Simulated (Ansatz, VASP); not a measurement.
## Sb3Pb in VASP and in Ansatz

```
Sb Pb
1.0
    -3.11232    3.11232    3.11232
     3.11232   -3.11232    3.11232
     3.11232    3.11232   -3.11232
Sb Pb
3 1
Direct
  0.00000 0.50000 0.50000
  0.50000 0.00000 0.50000
  0.50000 0.50000 0.00000
  0.00000 0.00000 0.00000
```

Alike in both runs: task single point; functional PBE; k mesh 4 × 4 × 4; occupations gaussian, width 0.1 eV; no spin polarisation.

```csv
,VASP,Ansatz
version,VASP 6.6.1,Ansatz 0.2.0
potentials or method,"VASP PAW PBE potentials, release 64 (Sb, Pb_d), cutoff 520 eV","scalar-relativistic, plane waves, PAW"
valence electrons in the cell,29,59
```

|  | VASP | Ansatz | Ansatz less VASP |
| --- | --- | --- | --- |
| gap on the k mesh at the Fermi level (eV) | none | none | - |
| pressure (GPa) | 1.3 | 1.3 | +0.05 |

A gap of «none» marks a metal or a gap that the smearing closes. VASP's potentials hold 29 valence electrons a cell and Ansatz's 59, so a difference there can come from the potentials and not from the codes.

Spin-orbit coupling is off throughout.
